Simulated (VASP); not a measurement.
Input of a VASP 6.6.1 run:

Contents of INCAR:

```
SYSTEM = Co
  PREC = Accurate
  ENCUT = 520
  EDIFF = 1E-6
  ISMEAR = -1
  SIGMA = 0.05
  LREAL = .FALSE.
  LASPH = .TRUE.
  NELM = 150
  ALGO = Normal
  ISIF = 2
  LWAVE = .FALSE.
  LCHARG = .TRUE.
  ISPIN = 2
  MAGMOM = 2 2
  LORBIT = 11
  LMAXMIX = 4
  GGA = PE
  LELF = .TRUE.
  LVHAR = .TRUE.
  NBANDS = 20
```

The input KPOINTS:

```
regular mesh
0
G
  10 10 6
  0 0 0
```

The input POSCAR:

```
Co
1.0
    2.4967199022      0.0000000000      0.0000000000
   -1.2483599511      2.1622228614      0.0000000000
    0.0000000000      0.0000000000      4.0211440800
Co
2
Direct
    0.6666666667      0.3333333333      0.7500000000
    0.3333333333      0.6666666667      0.2500000000
```

Potentials or basis: VASP PAW PBE potentials, release 64 (Co).

Run with:

```console
$ cat potpaw_PBE.64/Co/POTCAR > POTCAR
$ mpirun -np 1 vasp_std > vasp.out
```

What does it give for the net moment?

3.30 μB per cell.

What does it give for the site moments?

Co +1.67 μB.

What does it give for the pressure?

0.1 GPa.

Stress tensor (GPa, compression positive):
```
0.00 0.00 0.00
0.00 0.00 0.00
0.00 0.00 0.45
```
